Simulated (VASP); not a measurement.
# Al (Im-3m) in VASP: notebook

Runs on Al. Level: PBEsol. Tasks: single point.

All numbers are computed with VASP 6.6.1; they aren't measurements. Logs are shortened: lines on timing, memory, paths and dates and some standing lists are left out, and cuts for length are marked.

## Step 1: The cell of the first run

The structure is cubic, space group Im-3m (No. 229). The conventional cell has a = 3.182 Å, b = 3.182 Å, c = 3.182 Å, α = 90.00°, β = 90.00°, γ = 90.00°. Within 3.6 Å of Al (site symmetry m-3m) lie 14 Al at 2.76 to 3.18 Å.

## Step 2: Single point, PBEsol

The input, INCAR:

```
SYSTEM = Al
PREC     = Accurate       ! precision mode
ENCUT    = 520            ! plane-wave cutoff, eV
EDIFF    = 1E-7           ! SCF threshold, eV
ISMEAR   = -1             ! smearing method
SIGMA    = 0.05           ! smearing width, eV
LREAL    = .False.        ! projectors in reciprocal space
LASPH    = .True.         ! aspherical terms in the spheres
NELM     = 100            ! most SCF steps
ALGO     = Normal         ! electronic algorithm
ISIF     = 2              ! what is computed and relaxed
LWAVE    = .False.        ! write WAVECAR
LCHARG   = .False.        ! write CHGCAR
GGA      = PS             ! functional
NBANDS   = 8              ! bands
```

The input, KPOINTS:

```
regular mesh
0
Gamma
  8 8 8
  0 0 0
```

The input, POSCAR:

```
Al
1.0
   -1.5912200000      1.5912200000      1.5912200000
    1.5912200000     -1.5912200000      1.5912200000
    1.5912200000      1.5912200000     -1.5912200000
Al
1
Direct
    0.0000000000      0.0000000000      0.0000000000
```

Potentials or basis: VASP PAW PBE potentials, release 64 (Al).

The run is started by

```console
> cat potpaw_PBE.64/Al/POTCAR > POTCAR
> mpirun -np 1 vasp_std > vasp.out
```

OUTCAR:

```text
SYSTEM = Al
   PREC = Accurate
   ENCUT = 520
   EDIFF = 1E-7
   ISMEAR = -1
   LREAL = .False.
   LASPH = .True.
   NELM = 100
   ISIF = 2
   GGA = PS

 ion  position               nearest neighbor table
   1  0.000  0.000  0.000-

  LATTYP: Found a body centered cubic cell.
 ALAT       =     3.1824400000

  Lattice vectors:

 A1 = (  -1.5912200000,   1.5912200000,   1.5912200000)
 A2 = (   1.5912200000,  -1.5912200000,   1.5912200000)
 A3 = (   1.5912200000,   1.5912200000,  -1.5912200000)

Analysis of symmetry for initial positions (statically):
=====================================================================
 Subroutine PRICEL returns:
 Original cell was already a primitive cell.

 Routine SETGRP: Setting up the symmetry group for a
 body centered cubic supercell.

 Subroutine GETGRP returns: Found 48 space group operations
 (whereof 48 operations were pure point group operations)
 out of a pool of 48 trial point group operations.

The static configuration has the point symmetry O_h .

Analysis of symmetry for dynamics (positions and initial velocities):
=====================================================================
 Subroutine PRICEL returns:
 Original cell was already a primitive cell.

 Routine SETGRP: Setting up the symmetry group for a
 body centered cubic supercell.

 Subroutine GETGRP returns: Found 48 space group operations
 (whereof 48 operations were pure point group operations)
 out of a pool of 48 trial point group operations.

The dynamic configuration has the point symmetry O_h .

 Subroutine INISYM returns: Found 48 space group operations
 (whereof 48 operations are pure point group operations),
 and found     1 'primitive' translations

----------------------------------------------------------------------------------------

                                     Primitive cell

  volume of cell :      16.1158

  direct lattice vectors                    reciprocal lattice vectors
    -1.591220000  1.591220000  1.591220000     0.000000000  0.314224306  0.314224306
     1.591220000 -1.591220000  1.591220000     0.314224306  0.000000000  0.314224306
     1.591220000  1.591220000 -1.591220000     0.314224306  0.314224306  0.000000000

  length of vectors
     2.756073886  2.756073886  2.756073886     0.444380275  0.444380275  0.444380275

  position of ions in fractional coordinates (direct lattice)
     0.000000000  0.000000000  0.000000000

  ion indices of the primitive-cell ions
   primitive index   ion index
                 1           1

----------------------------------------------------------------------------------------

 KPOINTS: regular mesh

Automatic generation of k-mesh.
 Grid dimensions read from file:
 generate k-points for:    8    8    8

 Generating k-lattice:

  Cartesian coordinates                     Fractional coordinates (reciprocal lattice)
     0.000000000  0.039278038  0.039278038     0.125000000  0.000000000  0.000000000
     0.039278038  0.000000000  0.039278038     0.000000000  0.125000000  0.000000000
     0.039278038  0.039278038  0.000000000     0.000000000  0.000000000  0.125000000

  Length of vectors
     0.055547534  0.055547534  0.055547534

  Shift w.r.t. Gamma in fractional coordinates (k-lattice)
     0.000000000  0.000000000  0.000000000

 Subroutine IBZKPT returns following result:
 ===========================================

 Found     29 irreducible k-points:

 Following reciprocal coordinates:
            Coordinates               Weight
  0.000000  0.000000  0.000000      1.000000
  0.125000  0.000000  0.000000     12.000000
  0.250000  0.000000  0.000000     12.000000
  0.375000  0.000000  0.000000     12.000000
  0.500000  0.000000  0.000000      6.000000
  0.125000  0.125000  0.000000     24.000000
[... 16 lines left out ...]
 -0.250000  0.250000  0.250000      6.000000
 -0.375000  0.375000  0.250000     24.000000
 [... further k-points ...]
   k-points           NKPTS =     29   k-points in BZ     NKDIM =     29   number of bands    NBANDS=      8
   number of dos      NEDOS =    301   number of ions     NIONS =      1
   total plane-waves  NPLWV =   8000
   dimension x,y,z NGX =    20 NGY =   20 NGZ =   20
   dimension x,y,z NGXF=    40 NGYF=   40 NGZF=   40
   ions per type =               1
   NGX,Y,Z   is equivalent  to a cutoff of  12.06, 12.06, 12.06 a.u.
   NGXF,Y,Z  is equivalent  to a cutoff of  24.13, 24.13, 24.13 a.u.
 SYSTEM =  Al
   PREC   = accura    normal or accurate (medium, high low for compatibility)
   ISTART =      0    job   : 0-new  1-cont  2-samecut
   ICHARG =      2    charge: 1-file 2-atom 10-const
   ISPIN  =      1    spin polarized calculation?
   LNONCOLLINEAR =      F non collinear calculations
   LSORBIT =      F    spin-orbit coupling
   LASPH  =      T    aspherical Exc in radial PAW
   ENCUT  =  520.0 eV  38.22 Ry    6.18 a.u.   5.12  5.12  5.12*2*pi/ulx,y,z
   NELM   =    100;   NELMIN=  2; NELMDL= -5     # of ELM steps
   EDIFF  = 0.1E-06   stopping-criterion for ELM
   LREAL  =      F    real-space projection
   EDIFFG = 0.1E-05   stopping-criterion for IOM
   NSW    =      0    number of steps for IOM
   IBRION =     -1    ionic relax: 0-MD 1-quasi-New 2-CG
   NFREE  =      0    steps in history (QN), initial steepest desc. (CG)
   ISIF   =      2    stress and relaxation
   ISYM   =      2    0-nonsym 1-usesym 2-fastsym
   POTIM  = 0.5000    time-step for ionic-motion
   TEBEG  =    0.0;   TEEND  =   0.0 temperature during run
   PSTRESS=    0.0 pullay stress
   NELECT =       3.0000    total number of electrons
   NUPDOWN=      -1.0000    fix difference up-down
   EMIN   =  10.00;   EMAX   =-10.00  energy-range for DOS
   EFERMI =   0.00;   METHOD = LEGACY
   ISMEAR =    -1;   SIGMA  =   0.05  broadening in eV -4-tet -1-fermi 0-gaus
   EFERMI_NEDOS =   21; number of points for ismear=-14 and -15
   IALGO  =     38    algorithm
   IMIX   =      4    mixing-type and parameters
     AMIX     =   0.40;   BMIX     =  1.00
     AMIX_MAG =   1.60;   BMIX_MAG =  1.00
  volume/ion in A,a.u.               =      16.12       108.75
  Fermi-wavevector in a.u.,A,eV,Ry     =   0.934756  1.766433 11.888351  0.873769
  Thomas-Fermi vector in A             =   2.061594
   LORBIT       =      0    0 simple, 1 ext, 2 COOP (PROOUT), +10 PAW based schemes
   GGA     = PS    functional components
   LHFCALC =     F    Hartree Fock is set to
   AEXX    =    0.0000 exact exchange contribution
   IVDW    =     0    specifies the selected vdW correction
   LEPSILON=     F    determine dielectric tensor
   LRPA    =     F    only Hartree local field effects (RPA)
 non-spin polarized calculation
  energy-cutoff  :      520.00
  volume of cell :       16.12
 maximum number of plane-waves:       466
   NGX = 11   NGY = 11   NGZ = 11

 number of electron       3.0000000 magnetization

 Free energy of the ion-electron system (eV)
  ---------------------------------------------------
  ext. energy  EPLUGINS =         0.00000000
  ---------------------------------------------------
  free energy    TOTEN  =        -3.95409645 eV

  energy without entropy =       -3.94588014  energy(sigma->0) =       -3.94998829

 E-fermi :   8.3400     XC(G=0): -10.3468

 val. band max:        8.3181551143   @ k =   0.2500   0.2500   0.1250
 cond. band min:       8.3605934686   @ k =  -0.3750   0.3750   0.1250
 fundamental gap:      0.0424383544
 Fermi energy:         8.3400440110

 k-point     1 :       0.0000    0.0000    0.0000
  band No.  band energies     occupation
      1      -3.0914      2.00000
      2      21.5846      0.00000
      3      21.5846      0.00000
      4      21.5846      0.00000
      5      23.2271      0.00000
      6      23.2271      0.00000
      7      23.2271      0.00000
      8      24.6687      0.00000

 k-point     2 :       0.1250    0.0000    0.0000
  band No.  band energies     occupation
      1      -2.6353      2.00000
      2      17.7200      0.00000
      3      19.7196      0.00000
      4      20.1444      0.00000
      5      21.7170      0.00000
      6      22.7900      0.00000
      7      24.4652      0.00000
      8      24.9926      0.00000

 k-point     3 :       0.2500    0.0000    0.0000
  band No.  band energies     occupation
      1      -1.2759      2.00000
      2      12.5554      0.00000
      3      17.9544      0.00000
      4      18.2089      0.00000
      5      19.8829      0.00000
      6      21.2566      0.00000
      7      26.0334      0.00000
      8      26.1545      0.00000

 k-point     4 :       0.3750    0.0000    0.0000
  band No.  band energies     occupation
      1       0.9600      2.00000
      2       7.9449      1.99926
      3      16.8893      0.00000
      4      16.9423      0.00000
      5      18.7226      0.00000
      6      20.1923      0.00000
      7      27.6988      0.00000
      8      28.4510      0.00000

 k-point     5 :       0.5000    0.0000    0.0000
  band No.  band energies     occupation
      1       3.7922      2.00000
      2       4.3151      2.00000
      3      16.5110      0.00000
      4      16.5351      0.00000
      5      18.3317      0.00000
      6      19.8108      0.00000
      7      29.1183      0.00000
      8      30.4878      0.00000

 k-point     6 :       0.1250    0.1250    0.0000
  band No.  band energies     occupation
      1      -1.7275      2.00000
      2      15.1598      0.00000
      3      15.6027      0.00000
      4      18.5271      0.00000
      5      22.1447      0.00000
      6      22.3840      0.00000
      7      25.4279      0.00000
      8      25.7226      0.00000

 k-point     7 :       0.2500    0.1250    0.0000
  band No.  band energies     occupation
      1       0.0702      2.00000
      2      10.4602      0.00000
      3      13.7939      0.00000
      4      17.0578      0.00000
      5      20.8540      0.00000
      6      23.1343      0.00000
      7      25.1689      0.00000
      8      28.8654      0.00000
[... 133 lines left out ...]
 k-point    20 :      -0.3750    0.5000    0.1250
  band No.  band energies     occupation
      1       3.5882      2.00000
      2       7.0770      2.00000
      3      10.4956      0.00000
      4      17.5055      0.00000
      5      20.0091      0.00000
      6      21.1595      0.00000
      7      23.8341      0.00000
      8      28.1186      0.00000

 k-point    21 :      -0.3750   -0.3750    0.1250
  band No.  band energies     occupation
      1       6.3290      2.00000
      2       6.3290      2.00000
      3       7.3328      2.00000
      4      19.5123      0.00000
      5      20.0176      0.00000
      6      20.0176      0.00000
      7      21.7850      0.00000
      8      32.2709      0.00000

 k-point    22 :       0.2500    0.2500    0.2500
  band No.  band energies     occupation
      1       7.1741      2.00000
      2       7.1741      2.00000
      3       7.1741      2.00000
      4       8.7268      0.00087
      5      30.3108      0.00000
      6      30.3108      0.00000
      7      31.5292      0.00000
      8      31.5292      0.00000

 k-point    23 :      -0.2500    0.2500    0.2500
  band No.  band energies     occupation
      1       0.5166      2.00000
      2      13.2938      0.00000
      3      13.2938      0.00000
      4      14.7935      0.00000
      5      16.4546      0.00000
      6      25.1393      0.00000
      7      26.4028      0.00000
      8      27.4371      0.00000

 k-point    24 :      -0.3750    0.3750    0.2500
  band No.  band energies     occupation
      1       2.7230      2.00000
      2       9.5686      0.00000
      3      12.0983      0.00000
      4      14.2013      0.00000
      5      16.8990      0.00000
      6      22.8917      0.00000
      7      24.9396      0.00000
      8      28.0283      0.00000

 [... further k-points ...]

------------------------ aborting loop because EDIFF is reached ----------------------------------------

  FORCE on cell =-STRESS in cart. coord.  units (eV):
  Direction    XX          YY          ZZ          XY          YZ          ZX
  --------------------------------------------------------------------------------------
  -------------------------------------------------------------------------------------
  Total        0.2600453      0.2600453      0.2600453     -0.0000000     -0.0000000      0.0000000
  in kB       25.8528765     25.8528765     25.8528765     -0.0000000     -0.0000000      0.0000000
  external PRESSURE =      25.8528765 kB  Pullay stress =       0.0000000 kB

 VOLUME and BASIS-vectors are now :
 -----------------------------------------------------------------------------
  energy-cutoff  :      520.00
  volume of cell :       16.12
      direct lattice vectors                 reciprocal lattice vectors
    -1.591220000  1.591220000  1.591220000     0.000000000  0.314224306  0.314224306
     1.591220000 -1.591220000  1.591220000     0.314224306  0.000000000  0.314224306
     1.591220000  1.591220000 -1.591220000     0.314224306  0.314224306  0.000000000

 POSITION                                       TOTAL-FORCE (eV/Angst)
 -----------------------------------------------------------------------------------
      0.00000      0.00000      0.00000        -0.000000     -0.000000      0.000000
 -----------------------------------------------------------------------------------
    total drift:                                0.000000      0.000000     -0.000000

  FREE ENERGIE OF THE ION-ELECTRON SYSTEM (eV)
  ---------------------------------------------------
  free  energy   TOTEN  =        -3.9540964493 eV

  energy  without entropy=       -3.9458801403  energy(sigma->0) =       -3.94998829
```

Wall time 4.5 s (1 thread of Intel Xeon 8259CL, shared host); peak memory 0.11 GiB.

What came out:

| Property | Result |
| --- | --- |
| Free energy | -3.9541 eV |
| Pressure | 2.6 GPa |

Levels at points of the mesh, in eV from the Fermi level:
| k point | band 1 | band 2 | band 3 | band 4 | band 5 | band 6 |
| --- | --- | --- | --- | --- | --- | --- |
| (0.00, 0.00, 0.00) | -11.43 | 13.24 | 13.24 | 13.24 | 14.89 | 14.89 |
| (0.50, 0.00, 0.00) | -4.55 | -4.02 | 8.17 | 8.20 | 9.99 | 11.47 |
| (0.50, 0.50, 0.50) | 1.77 | 1.77 | 1.77 | 2.80 | 2.80 | 5.73 |

Caveat: the PAW data sets were made with another functional, which shifts forces and pressure a little.

(Continued in part 2 of 2.)
